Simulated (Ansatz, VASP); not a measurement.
# HfN in VASP and in Ansatz

```xyz
2
Lattice="0.0000 2.4548 2.4548 2.4548 0.0000 2.4548 2.4548 2.4548 0.0000" Properties=species:S:1:pos:R:3 pbc="T T T"
Hf    0.0000    0.0000    0.0000
N     1.2274    1.2274    1.2274
```

Alike in both runs: task single point; functional PBE; k mesh 9 × 9 × 9; occupations gaussian, width 0.05 eV; no spin polarisation.

|  | VASP | Ansatz |
| --- | --- | --- |
| version | VASP 6.6.1 | Ansatz 0.2.0 |
| potentials or method | VASP PAW PBE potentials, release 64 (Hf_pv, N), cutoff 520 eV | all-electron LAPW, scalar-relativistic |

|  | VASP | Ansatz | Ansatz less VASP |
| --- | --- | --- | --- |
| gap on the k mesh at the Fermi level (eV) | none | none | - |
| pressure (GPa) | -0.3 | 0.7 | +1.04 |

A gap of «none» marks a metal or a gap that the smearing closes. Ansatz ran all-electron here, and VASP with PAW potentials.

Neither program's run includes spin-orbit coupling.
